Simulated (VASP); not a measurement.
Runs of VASP 6.6.1 on Si. The structure is that of space group I4/mmm (No. 139), or close to it. The cells are those of the table. 

| cell | gap on the mesh (eV) | pressure (GPa) | largest force (eV/Å) |
| --- | --- | --- | --- |
| a = 5.075 Å, angles 98.2, 98.2, 135.6°, 4 atoms | 0.14 | (c) | - |
| a = 5.059 Å, angles 96.7, 96.7, 140.2°, 4 atoms | none | 10.6 | 1.77 |
| a = 5.160 Å, angles 97.7, 97.7, 137.2°, 4 atoms | 0.12 | -1.8 | 0.43 |
| a = 4.946 Å, angles 98.8, 98.8, 133.9°, 4 atoms | none | 5.4 | 0.68 |
| a = 5.016 Å, angles 97.1, 97.1, 138.7°, 4 atoms | none | (b) | 1.13 |
| a = 4.975 Å, angles 97.7, 97.7, 137.2°, 4 atoms | none | (a) | 0.49 |
| a = 5.107 Å, angles 96.7, 96.7, 140.2°, 4 atoms | none | 7.2 | 1.60 |
| a = 4.833 Å, angles 100.1, 100.1, 130.5°, 4 atoms | none | 9.5 | 2.25 |

Alike in all rows: task single point; level PBEsol; potentials or basis VASP PAW PBE potentials, release 64 (Si); no spin polarisation; k mesh 12 × 12 × 12; cutoff (eV) 520; smearing gaussian 0.03 eV.

Task: Estimate the missing entries.

Result: (a) 9.1; (b) 9.7; (c) 0.1.

Caveats: semilocal functionals underestimate gaps, and a narrow one can read as zero; the PAW data sets were made with another functional, which shifts forces and pressure a little; the stress differs along the axes, from 2 to 28 GPa (at least some runs); the stress differs along the axes, from -4 to 3 GPa (at least some runs); the stress differs along the axes, from 0 to 8 GPa (at least some runs); the stress differs along the axes, from 4 to 22 GPa (at least some runs); the stress differs along the axes, from 6 to 15 GPa (at least some runs).

A k mesh can miss the band edges.

A gap of «none» marks levels without a gap at the run's occupations.
